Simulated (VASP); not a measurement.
# Cu (I4/mmm) in VASP: notebook

Runs on Cu. Level: PBEsol. Tasks: single point.

Everything below comes from runs of VASP 6.6.1. Logs are shortened: lines on timing, memory, paths and dates and some standing lists are left out, and cuts for length are marked.

## (1) The cell of the first run

Symmetry: I4/mmm, No. 139, tetragonal system. The conventional cell has a = 2.925 Å, b = 2.925 Å, c = 2.678 Å, α = 90.00°, β = 90.00°, γ = 90.00°. Cu (site symmetry 4/mmm) has 14 Cu at 2.46 to 2.93 Å within 3.3 Å.

## (2) Single point, PBEsol

Input file INCAR:

```
SYSTEM = Cu
PREC = Accurate ; ENCUT = 520
EDIFF = 1E-6 ; ISMEAR = 0
SIGMA = 0.15 ; LREAL = .False.
LASPH = .True. ; NELM = 60
ALGO = Fast ; ISIF = 2
LWAVE = .False. ; LCHARG = .False.
GGA = PS ; NBANDS = 12
```

Input file KPOINTS:

```
regular mesh
0
Gamma
  26 26 26
  0 0 0
```

Input file POSCAR:

```
Cu
1.0
   -1.4625600684      1.4625600684      1.3391368546
    1.4625600684     -1.4625600684      1.3391368546
    1.4625600684      1.4625600684     -1.3391368546
Cu
1
Direct
    0.0000000000      0.0000000000      0.0000000000
```

Potentials or basis: VASP PAW PBE potentials, release 64 (Cu).

Launch:

```console
cat potpaw_PBE.64/Cu/POTCAR > POTCAR
mpirun -np 1 vasp_std > vasp.out
```

OUTCAR:

```text
SYSTEM = Cu
   PREC = Accurate
   ENCUT = 520
   EDIFF = 1E-6
   ISMEAR = 0
   LREAL = .False.
   LASPH = .True.
   NELM = 60
   ISIF = 2
   GGA = PS

 ion  position               nearest neighbor table
   1  0.000  0.000  0.000-

  LATTYP: Found a body centered tetragonal cell.
 ALAT       =     2.9251201368
 C/A-ratio  =     0.9156115250

  Lattice vectors:

 A1 = (  -1.4625600684,   1.4625600684,   1.3391368546)
 A2 = (   1.4625600684,  -1.4625600684,   1.3391368546)
 A3 = (   1.4625600684,   1.4625600684,  -1.3391368546)

Analysis of symmetry for initial positions (statically):
=====================================================================
 Subroutine PRICEL returns:
 Original cell was already a primitive cell.

 Routine SETGRP: Setting up the symmetry group for a
 body centered tetragonal supercell.

 Subroutine GETGRP returns: Found 16 space group operations
 (whereof 16 operations were pure point group operations)
 out of a pool of 16 trial point group operations.

The static configuration has the point symmetry D_4h.

Analysis of symmetry for dynamics (positions and initial velocities):
=====================================================================
 Subroutine PRICEL returns:
 Original cell was already a primitive cell.

 Routine SETGRP: Setting up the symmetry group for a
 body centered tetragonal supercell.

 Subroutine GETGRP returns: Found 16 space group operations
 (whereof 16 operations were pure point group operations)
 out of a pool of 16 trial point group operations.

The dynamic configuration has the point symmetry D_4h.

 Subroutine INISYM returns: Found 16 space group operations
 (whereof 16 operations are pure point group operations),
 and found     1 'primitive' translations

----------------------------------------------------------------------------------------

                                     Primitive cell

  volume of cell :      11.4581

  direct lattice vectors                    reciprocal lattice vectors
    -1.462560068  1.462560068  1.339136855     0.000000000  0.341866301  0.373374833
     1.462560068 -1.462560068  1.339136855     0.341866301  0.000000000  0.373374833
     1.462560068  1.462560068 -1.339136855     0.341866301  0.341866301  0.000000000

  length of vectors
     2.464031538  2.464031538  2.464031538     0.506242367  0.506242367  0.483471959

  position of ions in fractional coordinates (direct lattice)
     0.000000000  0.000000000  0.000000000

  ion indices of the primitive-cell ions
   primitive index   ion index
[... 82 lines left out ...]
   TEBEG  =    0.0;   TEEND  =   0.0 temperature during run
   PSTRESS=    0.0 pullay stress
   NELECT =      11.0000    total number of electrons
   NUPDOWN=      -1.0000    fix difference up-down
   EMIN   =  10.00;   EMAX   =-10.00  energy-range for DOS
   EFERMI =   0.00;   METHOD = LEGACY
   ISMEAR =     0;   SIGMA  =   0.15  broadening in eV -4-tet -1-fermi 0-gaus
   EFERMI_NEDOS =   21; number of points for ismear=-14 and -15
   IALGO  =     68    algorithm
   IMIX   =      4    mixing-type and parameters
     AMIX     =   0.40;   BMIX     =  1.00
     AMIX_MAG =   1.60;   BMIX_MAG =  1.00
  volume/ion in A,a.u.               =      11.46        77.32
  Fermi-wavevector in a.u.,A,eV,Ry     =   1.614984  3.051878 35.486359  2.608174
  Thomas-Fermi vector in A             =   2.709805
   LORBIT       =      0    0 simple, 1 ext, 2 COOP (PROOUT), +10 PAW based schemes
   GGA     = PS    functional components
   LHFCALC =     F    Hartree Fock is set to
   AEXX    =    0.0000 exact exchange contribution
   IVDW    =     0    specifies the selected vdW correction
   LEPSILON=     F    determine dielectric tensor
   LRPA    =     F    only Hartree local field effects (RPA)
 non-spin polarized calculation
 RMM-DIIS sequential band-by-band and
 Gauss-broadening in eV      SIGMA  =   0.15
  energy-cutoff  :      520.00
  volume of cell :       11.46
 maximum number of plane-waves:       321
   NGX =  9   NGY =  9   NGZ =  9

 number of electron      11.0000020 magnetization

 Free energy of the ion-electron system (eV)
  ---------------------------------------------------
  ext. energy  EPLUGINS =         0.00000000
  ---------------------------------------------------
  free energy    TOTEN  =        -4.27170996 eV

  energy without entropy =       -4.26750635  energy(sigma->0) =       -4.26960815

 E-fermi :   7.7794     XC(G=0): -13.0858

 val. band max:        7.7751897085   @ k =  -0.0769   0.5000   0.0385
 cond. band min:       7.7817118674   @ k =   0.5000   0.3462   0.0000
 fundamental gap:      0.0065221589
 Fermi energy:         7.7793503686

 k-point     1 :       0.0000    0.0000    0.0000
  band No.  band energies     occupation
      1      -1.8366      2.00000
      2       4.3506      2.00000
      3       4.7270      2.00000
      4       4.7270      2.00000
      5       5.4060      2.00000
      6       5.8096      2.00000
      7      32.0340      0.00000
      8      32.0340      0.00000
      9      34.6230      0.00000
     10      36.1336      0.00000
     11      36.2710      0.00000
     12      36.7379      0.00000
[... 331 lines left out ...]
 k-point    24 :       0.3846    0.0385    0.0000
  band No.  band energies     occupation
      1       2.4637      2.00000
      2       3.7720      2.00000
      3       5.4734      2.00000
      4       5.7783      2.00000
      5       5.9785      2.00000
      6       6.4514      2.00000
      7      14.9032      0.00000
      8      24.8322      0.00000
      9      25.2644      0.00000
     10      29.3710      0.00000
     11      32.2490      0.00000
     12      39.8461      0.00000

 [... further k-points ...]

------------------------ aborting loop because EDIFF is reached ----------------------------------------

  FORCE on cell =-STRESS in cart. coord.  units (eV):
  Direction    XX          YY          ZZ          XY          YZ          ZX
  --------------------------------------------------------------------------------------
  -------------------------------------------------------------------------------------
  Total       -0.0457404     -0.0457404     -0.0021112      0.0000000     -0.0000000      0.0000000
  in kB       -6.3958416     -6.3958416     -0.2952099      0.0000000     -0.0000000      0.0000000
  external PRESSURE =      -4.3622977 kB  Pullay stress =       0.0000000 kB

 VOLUME and BASIS-vectors are now :
 -----------------------------------------------------------------------------
  energy-cutoff  :      520.00
  volume of cell :       11.46
      direct lattice vectors                 reciprocal lattice vectors
    -1.462560068  1.462560068  1.339136855     0.000000000  0.341866301  0.373374833
     1.462560068 -1.462560068  1.339136855     0.341866301  0.000000000  0.373374833
     1.462560068  1.462560068 -1.339136855     0.341866301  0.341866301  0.000000000

 POSITION                                       TOTAL-FORCE (eV/Angst)
 -----------------------------------------------------------------------------------
      0.00000      0.00000      0.00000         0.000000      0.000000     -0.000000
 -----------------------------------------------------------------------------------
    total drift:                                0.000000      0.000000      0.000000

  FREE ENERGIE OF THE ION-ELECTRON SYSTEM (eV)
  ---------------------------------------------------
  free  energy   TOTEN  =        -4.2717099586 eV

  energy  without entropy=       -4.2675063478  energy(sigma->0) =       -4.26960815
```

Wall time 2.7 min (1 thread of Intel Xeon Platinum 8259CL at 2.50GHz (Skylake/Cascade Lake), shared host); peak memory 0.27 GiB.

What came out:

* Free energy: -4.2717 eV
* Pressure: -0.4 GPa
* Band gap on the k mesh: zero (an odd number of electrons rules out a gap without spin polarisation)

Caveat: the PAW data sets were made with another functional, which shifts forces and pressure a little.

## (3) Single point, PBEsol

Input file INCAR:

```
PREC = Accurate ; ENCUT = 520
EDIFF = 1E-6 ; ISMEAR = 0
SIGMA = 0.15 ; LREAL = False
LASPH = True ; NELM = 60
ALGO = Fast ; ISIF = 2
LWAVE = False ; LCHARG = False
GGA = PS ; NBANDS = 12
```

Input file KPOINTS:

```
Automatic mesh
0
Gamma
  26 26 26
```

Input file POSCAR:

```
Cu
1.0
   -1.5542019896      1.5542019896      1.1858710449
    1.5542019896     -1.5542019896      1.1858710449
    1.5542019896      1.5542019896     -1.1858710449
Cu
1
Direct
    0.0000000000      0.0000000000      0.0000000000
```

Potentials or basis: VASP PAW PBE potentials, release 64 (Cu).

Launch:

```console
cat potpaw_PBE.64/Cu/POTCAR > POTCAR
mpirun -np 1 vasp_std > vasp.out
```

Wall time 2.8 min (1 thread of Intel Xeon Platinum 8259CL at 2.50GHz (Skylake/Cascade Lake), shared host); peak memory 0.28 GiB.

It converged, with:

```
Free energy            : -4.2028 eV
Pressure               : 4.2 GPa
Band gap on the k mesh : zero (an odd number of electrons rules out a gap without spin polarisation)
```

Stress tensor (GPa, compression positive):
```
-2.87  0.00  0.00
 0.00 -2.87  0.00
 0.00  0.00 18.40
```

Levels at points of the mesh, in eV from the Fermi level:
| k point | band 2 | band 3 | band 4 | band 5 | band 6 | band 7 | band 8 | band 9 | band 10 | band 11 |
| --- | --- | --- | --- | --- | --- | --- | --- | --- | --- | --- |
| (0.00, 0.00, 0.00) | -3.87 | -3.22 | -2.61 | -2.61 | -1.83 | 20.80 | 20.80 | 24.63 | 26.37 | 31.07 |
| (0.50, 0.00, 0.00) | -4.32 | -2.31 | -1.57 | -1.47 | 0.33 | 5.97 | 15.94 | 15.97 | 20.14 | 23.09 |
| (0.50, 0.50, 0.00) | -3.20 | -2.90 | -2.35 | -1.93 | -1.50 | 2.70 | 23.38 | 24.71 | 27.45 | 27.75 |
| (0.50, 0.50, 0.50) | -4.93 | -1.61 | -1.61 | -1.43 | 5.13 | 5.13 | 11.33 | 11.52 | 16.59 | 22.56 |

Caveat: the stress differs along the axes, from -3 to 18 GPa; the PAW data sets were made with another functional, which shifts forces and pressure a little.

## (4) Single point, PBEsol

Input file INCAR:

```
  PREC = Accurate
  ENCUT = 520
  EDIFF = 1E-6
  ISMEAR = 0
  SIGMA = 0.15
  LREAL = F
  LASPH = T
  NELM = 100
  ALGO = Fast
  ISIF = 2
  LWAVE = F
  LCHARG = F
  GGA = PS
  NBANDS = 12
```

KPOINTS is that of step 3.

Input file POSCAR:

```
Cu
1.0
   -1.3219742793      1.3219742793      1.6391034913
    1.3219742793     -1.3219742793      1.6391034913
    1.3219742793      1.3219742793     -1.6391034913
Cu
1
Direct
    0.0000000000      0.0000000000      0.0000000000
```

Launch:

```console
cat potpaw_PBE.64/Cu/POTCAR > POTCAR
mpirun -np 1 vasp_std > vasp.out
```

Wall time 2.1 min (1 thread of Intel Xeon Platinum 8259CL at 2.50GHz (Skylake/Cascade Lake), shared host); peak memory 0.27 GiB.

The run converged. Its results:

```
Free energy            : -4.2938 eV
Pressure               : -0.8 GPa
Band gap on the k mesh : zero (an odd number of electrons rules out a gap without spin polarisation)
```

Stress tensor (GPa, compression positive):
```
-2.03  0.00  0.00
 0.00 -2.03  0.00
 0.00  0.00  1.62
```

Levels at points of the mesh, in eV from the Fermi level:
```
           k point  band 4  band 5  band 6  band 7  band 8  band 9
(0.00, 0.00, 0.00)   -2.69   -2.59   -2.00   23.18   25.60   25.60
(0.50, 0.00, 0.00)   -1.80   -1.51   -1.06    3.98   19.93   20.46
(0.50, 0.50, 0.00)   -1.72   -1.36    0.54    6.18   14.52   14.62
(0.50, 0.50, 0.50)   -1.49   -1.49    3.60    9.79   11.25   11.25
```

Caveat: the PAW data sets were made with another functional, which shifts forces and pressure a little.

## (5) Overview

| cell | gap on the mesh (eV) | pressure (GPa) |
| --- | --- | --- |
| a = 2.464 Å, angles 107.2, 107.2, 114.2°, 1 atom | none | -0.4 |
| a = 2.497 Å, angles 103.0, 103.0, 123.3°, 1 atom | none | 4.2 |
| a = 2.486 Å, angles 115.8, 115.8, 97.5°, 1 atom | none | -0.8 |

Alike in all rows: task single point; level PBEsol; potentials or basis VASP PAW PBE potentials, release 64 (Cu); no spin polarisation; k mesh 26 × 26 × 26; cutoff (eV) 520; smearing gaussian 0.15 eV.

Caveats: the PAW data sets were made with another functional, which shifts forces and pressure a little; the stress differs along the axes, from -3 to 18 GPa (at least some runs).

Total energies depend on the potentials used, so only differences within one code and one set of settings carry meaning.
